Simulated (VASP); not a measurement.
# TiSi2 (Fddd) in VASP: single point with PBEsol

Aim: the single point of TiSi2 with PBEsol.

Program: VASP 6.6.1. These are calculated values, not measurements. Logs are shortened: lines on timing, memory, paths and dates and some standing lists are left out, and cuts for length are marked.

### Step 1. The cell of the first run

The structure is orthorhombic, space group Fddd (No. 70). Conventional cell: a = 4.667 Å, b = 8.018 Å, c = 8.496 Å, α = 90.00°, β = 90.00°, γ = 90.00°. Ti (site symmetry 222) has 10 Si at 2.52 to 2.70 Å and 4 Ti at 3.14 Å within 3.3 Å. Si (site symmetry 2) has 9 Si at 2.50 to 3.14 Å and 5 Ti at 2.52 to 2.70 Å within 3.3 Å.

### Step 2. Single point, PBEsol (strain -0.0200 x Voigt [1, 1, 0, 0, 0, 0])

INCAR

```
ALGO = Normal
EDIFF = 1E-6
ENCUT = 520
GGA = PS
ISIF = 2
ISMEAR = 0
LASPH = True
LCHARG = False
LREAL = False
LWAVE = False
NBANDS = 29
NELM = 80
PREC = Accurate
SIGMA = 0.15
```

KPOINTS

```
k-points
0
Gamma
  14 14 14
```

POSCAR

```
TiSi2
1.0
    0.0000000000      4.0092400692      4.2480470649
    2.3332604802      0.0000000000      4.2480470649
    2.3332604802      4.0092400692      0.0000000000
Ti Si
2 4
Direct
    0.7500000000      0.7500000000      0.7500000000
    0.5000000000      0.5000000000      0.5000000000
    0.0861670623      0.4138329377      0.0861670623
    0.4138329377      0.0861670623      0.4138329377
    0.1638329377      0.8361670623      0.1638329377
    0.8361670623      0.1638329377      0.8361670623
```

Potentials or basis: VASP PAW PBE potentials, release 64 (Ti_sv, Si).

On the command line:

```console
$ cat potpaw_PBE.64/Ti_sv/POTCAR potpaw_PBE.64/Si/POTCAR > POTCAR
$ mpirun -np 1 vasp_std > vasp.out
```

OUTCAR:

```text
EDIFF = 1E-6
   ENCUT = 520
   GGA = PS
   ISIF = 2
   ISMEAR = 0
   LASPH = True
   LREAL = False
   NELM = 80
   PREC = Accurate

 ion  position               nearest neighbor table
   1  0.750  0.750  0.750-   6 2.52   6 2.52   5 2.52   5 2.52   4 2.68   4 2.68   3 2.68   3 2.68
                             3 2.70   4 2.70
   2  0.500  0.500  0.500-   4 2.52   4 2.52   3 2.52   3 2.52   5 2.68   5 2.68   6 2.68   6 2.68
                             5 2.70   6 2.70
   3  0.086  0.414  0.086-   5 2.50   5 2.50   2 2.52   2 2.52   4 2.63   1 2.68   1 2.68   1 2.70
                             4 2.71   4 2.71   6 3.14   6 3.14   6 3.14   6 3.14
   4  0.414  0.086  0.414-   6 2.50   6 2.50   2 2.52   2 2.52   3 2.63   1 2.68   1 2.68   1 2.70
                             3 2.71   3 2.71   5 3.14   5 3.14   5 3.14   5 3.14
   5  0.164  0.836  0.164-   3 2.50   3 2.50   1 2.52   1 2.52   6 2.63   2 2.68   2 2.68   2 2.70
                             6 2.71   6 2.71   4 3.14   4 3.14   4 3.14   4 3.14
   6  0.836  0.164  0.836-   4 2.50   4 2.50   1 2.52   1 2.52   5 2.63   2 2.68   2 2.68   2 2.70
                             5 2.71   5 2.71   3 3.14   3 3.14   3 3.14   3 3.14

  LATTYP: Found a face centered orthorhombic cell.
 ALAT       =     4.6665209604
 B/A-ratio  =     1.7182993940
 C/A-ratio  =     1.8206484449

  Lattice vectors:

 A1 = (   0.0000000000,   4.0092400692,   4.2480470649)
 A2 = (   2.3332604802,   0.0000000000,   4.2480470649)
 A3 = (   2.3332604802,   4.0092400692,   0.0000000000)

Analysis of symmetry for initial positions (statically):
=====================================================================
 Subroutine PRICEL returns:
 Original cell was already a primitive cell.

 Routine SETGRP: Setting up the symmetry group for a
 face centered orthorhombic supercell.

 Subroutine GETGRP returns: Found  8 space group operations
 (whereof  4 operations were pure point group operations)
 out of a pool of  8 trial point group operations.

The static configuration has the point symmetry D_2 .
 The point group associated with its full space group is D_2h.

Analysis of symmetry for dynamics (positions and initial velocities):
=====================================================================
 Subroutine PRICEL returns:
 Original cell was already a primitive cell.

 Routine SETGRP: Setting up the symmetry group for a
 face centered orthorhombic supercell.

 Subroutine GETGRP returns: Found  8 space group operations
 (whereof  4 operations were pure point group operations)
 out of a pool of  8 trial point group operations.

The dynamic configuration has the point symmetry D_2 .
 The point group associated with its full space group is D_2h.

 Subroutine INISYM returns: Found  8 space group operations
 (whereof  4 operations are pure point group operations),
 and found     1 'primitive' translations

----------------------------------------------------------------------------------------

                                     Primitive cell

  volume of cell :      79.4776

  direct lattice vectors                    reciprocal lattice vectors
     0.000000000  4.009240069  4.248047065    -0.214292405  0.124711913  0.117701144
     2.333260480  0.000000000  4.248047065     0.214292405 -0.124711913  0.117701144
     2.333260480  4.009240069  0.000000000     0.214292405  0.124711913 -0.117701144

  length of vectors
     5.841225025  4.846649186  4.638761731     0.274459206  0.274459206  0.274459206

  position of ions in fractional coordinates (direct lattice)
     0.750000000  0.750000000  0.750000000
     0.500000000  0.500000000  0.500000000
     0.086167062  0.413832938  0.086167062
     0.413832938  0.086167062  0.413832938
     0.163832938  0.836167062  0.163832938
     0.836167062  0.163832938  0.836167062

  ion indices of the primitive-cell ions
   primitive index   ion index
                 1           1
                 2           2
                 3           3
                 4           4
                 5           5
                 6           6

----------------------------------------------------------------------------------------

 KPOINTS: k-points

Automatic generation of k-mesh.
 Grid dimensions read from file:
 generate k-points for:   14   14   14

 Generating k-lattice:

  Cartesian coordinates                     Fractional coordinates (reciprocal lattice)
    -0.015306600  0.008907994  0.008407225     0.071428571  0.000000000  0.000000000
     0.015306600 -0.008907994  0.008407225     0.000000000  0.071428571  0.000000000
     0.015306600  0.008907994 -0.008407225     0.000000000  0.000000000  0.071428571

  Length of vectors
     0.019604229  0.019604229  0.019604229

  Shift w.r.t. Gamma in fractional coordinates (k-lattice)
     0.000000000  0.000000000  0.000000000

 Subroutine IBZKPT returns following result:
 ===========================================

 Found    428 irreducible k-points:

 Following reciprocal coordinates:
            Coordinates               Weight
  0.000000  0.000000  0.000000      1.000000
  0.071429 -0.000000  0.000000      8.000000
  0.142857  0.000000 -0.000000      8.000000
  0.214286  0.000000  0.000000      8.000000
  0.285714  0.000000  0.000000      8.000000
  0.357143  0.000000  0.000000      8.000000
[... 16 lines left out ...]
  0.214286  0.142857  0.000000      8.000000
  0.285714  0.142857  0.000000      8.000000
 [... further k-points ...]
   k-points           NKPTS =    428   k-points in BZ     NKDIM =    428   number of bands    NBANDS=     29
   number of dos      NEDOS =    301   number of ions     NIONS =      6
   total plane-waves  NPLWV =  62208
   dimension x,y,z NGX =    48 NGY =   36 NGZ =   36
   dimension x,y,z NGXF=    96 NGYF=   72 NGZF=   72
   ions per type =               2   4
   NGX,Y,Z   is equivalent  to a cutoff of  13.66, 12.35, 12.90 a.u.
   NGXF,Y,Z  is equivalent  to a cutoff of  27.32, 24.70, 25.80 a.u.
 SYSTEM =  unknown system
   PREC   = accura    normal or accurate (medium, high low for compatibility)
   ISTART =      0    job   : 0-new  1-cont  2-samecut
   ICHARG =      2    charge: 1-file 2-atom 10-const
   ISPIN  =      1    spin polarized calculation?
   LNONCOLLINEAR =      F non collinear calculations
   LSORBIT =      F    spin-orbit coupling
   LASPH  =      T    aspherical Exc in radial PAW
   ENCUT  =  520.0 eV  38.22 Ry    6.18 a.u.  10.86  9.01  8.63*2*pi/ulx,y,z
   NELM   =     80;   NELMIN=  2; NELMDL= -5     # of ELM steps
   EDIFF  = 0.1E-05   stopping-criterion for ELM
   LREAL  =      F    real-space projection
   EDIFFG = 0.1E-04   stopping-criterion for IOM
   NSW    =      0    number of steps for IOM
   IBRION =     -1    ionic relax: 0-MD 1-quasi-New 2-CG
   NFREE  =      0    steps in history (QN), initial steepest desc. (CG)
   ISIF   =      2    stress and relaxation
   ISYM   =      2    0-nonsym 1-usesym 2-fastsym
   POTIM  = 0.5000    time-step for ionic-motion
   TEBEG  =    0.0;   TEEND  =   0.0 temperature during run
   PSTRESS=    0.0 pullay stress
   NELECT =      40.0000    total number of electrons
   NUPDOWN=      -1.0000    fix difference up-down
   EMIN   =  10.00;   EMAX   =-10.00  energy-range for DOS
   EFERMI =   0.00;   METHOD = LEGACY
   ISMEAR =     0;   SIGMA  =   0.15  broadening in eV -4-tet -1-fermi 0-gaus
   EFERMI_NEDOS =   21; number of points for ismear=-14 and -15
   IALGO  =     38    algorithm
   IMIX   =      4    mixing-type and parameters
     AMIX     =   0.40;   BMIX     =  1.00
     AMIX_MAG =   1.60;   BMIX_MAG =  1.00
  volume/ion in A,a.u.               =      13.25        89.39
  Fermi-wavevector in a.u.,A,eV,Ry     =   1.302207  2.460814 23.071978  1.695743
  Thomas-Fermi vector in A             =   2.433290
   LORBIT       =      0    0 simple, 1 ext, 2 COOP (PROOUT), +10 PAW based schemes
   GGA     = PS    functional components
   LHFCALC =     F    Hartree Fock is set to
   AEXX    =    0.0000 exact exchange contribution
   IVDW    =     0    specifies the selected vdW correction
   LEPSILON=     F    determine dielectric tensor
   LRPA    =     F    only Hartree local field effects (RPA)
 non-spin polarized calculation
 Gauss-broadening in eV      SIGMA  =   0.15
  energy-cutoff  :      520.00
  volume of cell :       79.48
 maximum number of plane-waves:      2168
 NGX is ok and might be reduce to    48
   NGX = 21   NGY = 19   NGZ = 17

 number of electron      40.0000000 magnetization

 Free energy of the ion-electron system (eV)
  ---------------------------------------------------
  ext. energy  EPLUGINS =         0.00000000
  ---------------------------------------------------
  free energy    TOTEN  =       -43.61088881 eV

  energy without entropy =      -43.58746690  energy(sigma->0) =      -43.59917785

 E-fermi :  10.7805     XC(G=0): -12.0677

 val. band max:       10.7796087366   @ k =   0.3571   0.0000   0.0714
 cond. band min:      10.7826560141   @ k =  -0.1429   0.2143   0.3571
 fundamental gap:      0.0030472776
 Fermi energy:        10.7804547515

 k-point     1 :       0.0000    0.0000    0.0000
  band No.  band energies     occupation
      1     -45.0630      2.00000
      2     -45.0261      2.00000
      3     -21.6056      2.00000
      4     -21.5572      2.00000
      5     -21.4742      2.00000
      6     -21.4573      2.00000
[... 21 lines left out ...]
     28      14.7883      0.00000
     29      14.8585      0.00000

 k-point     2 :       0.0714   -0.0000    0.0000
  band No.  band energies     occupation
      1     -45.0626      2.00000
      2     -45.0265      2.00000
      3     -21.6051      2.00000
      4     -21.5573      2.00000
      5     -21.4763      2.00000
      6     -21.4574      2.00000
[... 21 lines left out ...]
     28      14.7117      0.00000
     29      14.7480      0.00000

 k-point     3 :       0.1429    0.0000   -0.0000
  band No.  band energies     occupation
      1     -45.0615      2.00000
      2     -45.0275      2.00000
      3     -21.6038      2.00000
      4     -21.5576      2.00000
      5     -21.4819      2.00000
      6     -21.4576      2.00000
[... 21 lines left out ...]
     28      14.8115      0.00000
     29      15.0110      0.00000

 k-point     4 :       0.2143    0.0000    0.0000
  band No.  band energies     occupation
      1     -45.0599      2.00000
      2     -45.0290      2.00000
      3     -21.6023      2.00000
      4     -21.5574      2.00000
      5     -21.4903      2.00000
      6     -21.4573      2.00000
[... 21 lines left out ...]
     28      15.0691      0.00000
     29      15.2401      0.00000

 k-point     5 :       0.2857    0.0000    0.0000
  band No.  band energies     occupation
      1     -45.0579      2.00000
      2     -45.0309      2.00000
      3     -21.6011      2.00000
      4     -21.5564      2.00000
      5     -21.5004      2.00000
      6     -21.4559      2.00000
[... 21 lines left out ...]
     28      15.2546      0.00000
     29      15.4450      0.00000
[... 510 lines left out ...]
     28      14.6772      0.00000
     29      14.9978      0.00000

 k-point    22 :       0.1429    0.1429    0.0000
  band No.  band energies     occupation
      1     -45.0611      2.00000
      2     -45.0279      2.00000
      3     -21.5988      2.00000
      4     -21.5555      2.00000
      5     -21.4832      2.00000
      6     -21.4552      2.00000
[... 21 lines left out ...]
     28      15.0808      0.00000
     29      15.1265      0.00000

 k-point    23 :       0.2143    0.1429    0.0000
  band No.  band energies     occupation
      1     -45.0599      2.00000
      2     -45.0291      2.00000
      3     -21.5955      2.00000
      4     -21.5544      2.00000
      5     -21.4894      2.00000
      6     -21.4586      2.00000
[... 21 lines left out ...]
     28      14.8515      0.00000
     29      15.2926      0.00000

 k-point    24 :       0.2857    0.1429    0.0000
  band No.  band energies     occupation
      1     -45.0581      2.00000
      2     -45.0308      2.00000
      3     -21.5930      2.00000
      4     -21.5524      2.00000
      5     -21.4993      2.00000
      6     -21.4595      2.00000
[... 21 lines left out ...]
     28      15.0481      0.00000
     29      15.4426      0.00000

 [... further k-points ...]
[... 5 lines left out ...]
  --------------------------------------------------------------------------------------
  -------------------------------------------------------------------------------------
  Total        4.1321657      4.1028609      1.3962276      0.0000000      0.0000000      0.0000000
  in kB       83.2997516     82.7090004     28.1463569      0.0000000      0.0000000      0.0000000
  external PRESSURE =      64.7183696 kB  Pullay stress =       0.0000000 kB

 VOLUME and BASIS-vectors are now :
 -----------------------------------------------------------------------------
  energy-cutoff  :      520.00
  volume of cell :       79.48
      direct lattice vectors                 reciprocal lattice vectors
     0.000000000  4.009240069  4.248047065    -0.214292405  0.124711913  0.117701144
     2.333260480  0.000000000  4.248047065     0.214292405 -0.124711913  0.117701144
     2.333260480  4.009240069  0.000000000     0.214292405  0.124711913 -0.117701144

 POSITION                                       TOTAL-FORCE (eV/Angst)
 -----------------------------------------------------------------------------------
      3.49989      6.01386      6.37207         0.000000      0.000000      0.000000
      2.33326      4.00924      4.24805         0.000000      0.000000     -0.000000
      1.16663      0.69093      2.12402         0.000000      0.015284     -0.000000
      1.16663      3.31831      2.12402         0.000000     -0.015284     -0.000000
      2.33326      1.31369      4.24805        -0.000000     -0.015284      0.000000
      2.33326      6.70479      4.24805        -0.000000      0.015284      0.000000
 -----------------------------------------------------------------------------------
    total drift:                               -0.000000     -0.000000     -0.000000

  FREE ENERGIE OF THE ION-ELECTRON SYSTEM (eV)
  ---------------------------------------------------
  free  energy   TOTEN  =       -43.6108888059 eV

  energy  without entropy=      -43.5874669040  energy(sigma->0) =      -43.59917785
```

Wall time 12 min (1 thread of AMD EPYC 9R45 (Zen 5), shared host); peak memory 0.8 GiB.

Results:

| Quantity | Value |
| --- | --- |
| Free energy | -43.6109 eV |
| Pressure | 6.5 GPa |
| Largest force | 0.015 eV/Å |
| Band gap on the k mesh | zero (bands 20 and 21 overlap by 1.94 eV) |

Forces in eV/Å, atoms in the order of the input:
```
Ti   0.000  0.000  0.000
Ti   0.000  0.000  0.000
Si   0.000  0.015  0.000
Si   0.000 -0.015  0.000
Si   0.000 -0.015  0.000
Si   0.000  0.015  0.000
```

Caveat: the cell differs from its parent crystal (strain -0.0200 x Voigt [1, 1, 0, 0, 0, 0]); the stress differs along the axes, from 3 to 8 GPa; the PAW data sets were made with another functional, which shifts forces and pressure a little.
